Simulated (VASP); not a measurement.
MgO (Periclase), 2 atoms in the cell. The structure is orthorhombic, space group Immm (No. 71). Conventional cell: a = 2.952 Å, b = 3.012 Å, c = 4.217 Å, α = 90.00°, β = 90.00°, γ = 90.00°. Within 2.8 Å of Mg (site symmetry mmm) lie 6 O at 2.11 Å. Within 2.8 Å of O (site symmetry mmm) lie 6 Mg at 2.11 Å. 

```yaml
Program: VASP 6.6.1
Task: single point
Functional: LDA
Potentials_or_basis: VASP PAW LDA potentials, release 64 (Mg, O)
Cutoff: 600 eV
k_mesh: 8 × 8 × 8
Occupations: fermi-dirac, width 0.02 eV
Spin: no spin polarisation
Dipole_correction: no
Further_INCAR_settings: ALGO = Normal; EDIFF = 1e-06; NBANDS = 11
```

Potentials or basis: VASP PAW LDA potentials, release 64 (Mg, O).

Launch:

```sh
$ cat potpaw_LDA.64/Mg/POTCAR potpaw_LDA.64/O/POTCAR > POTCAR
$ mpirun -np 1 vasp_std > vasp.out
```

Hardware: 1 thread of Intel Xeon 8259CL (shared host).

Q: Estimate the wall time of this run.

A: Run time: 19 s on 1 thread of Intel Xeon 8259CL (shared host), peak memory 0.15 GiB. Counts: scf iterations 11, k points 95.
